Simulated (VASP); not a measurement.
Ca: single point with r2SCAN

Crystal: Ca.

```
CELL_PARAMETERS angstrom
-2.32796 2.32796 1.97061
2.32796 -2.32796 1.97061
2.32796 2.32796 -1.97061
ATOMIC_POSITIONS crystal
Ca 0.50000 0.50000 0.00000
```

This cell differs from its parent crystal: ratio of the length along z to the lengths across it x 0.85, volume and fractional coordinates fixed.

| Quantity | Value |
| --- | --- |
| Program | VASP 6.6.1 |
| Task | single point |
| Functional | r2SCAN |
| Potentials or basis | VASP PAW PBE potentials, release 64 (Ca_sv) |
| Cutoff | 520 eV |
| k mesh | 18 × 18 × 18 |
| Occupations | gaussian, width 0.15 eV |
| Spin | no spin polarisation |

```json
{
 "Pressure": "0.2 GPa",
 "Band gap on the k mesh": "zero (band 5 reaches 2.31 eV, above the bottom of band 6 at 1.49 eV)"
}
```

Stress tensor (GPa, compression positive):
```
-0.32  0.00  0.00
 0.00 -0.32  0.00
 0.00  0.00  1.28
```

Levels at points of the mesh, in eV from the Fermi level:
```tsv
k point	band 2	band 3	band 4	band 5	band 6	band 7	band 8	band 9
(0.00, 0.00, 0.00)	-23.90	-23.88	-23.88	-4.31	2.13	3.02	3.02	3.10
(0.50, 0.00, 0.00)	-24.05	-23.93	-23.90	-0.71	0.12	1.30	3.62	4.48
(0.50, 0.50, 0.00)	-24.02	-23.93	-23.88	-1.13	-0.51	2.36	3.00	3.75
(0.50, 0.50, 0.50)	-23.99	-23.99	-23.97	-0.04	0.28	3.19	3.19	4.52
```

It took 19 min on 1 thread of AMD EPYC 7R43 64-Core Processor (Zen 3) (shared host), peak memory 0.31 GiB.

Caveat: the PAW data sets were made with another functional, which shifts forces and pressure a little.
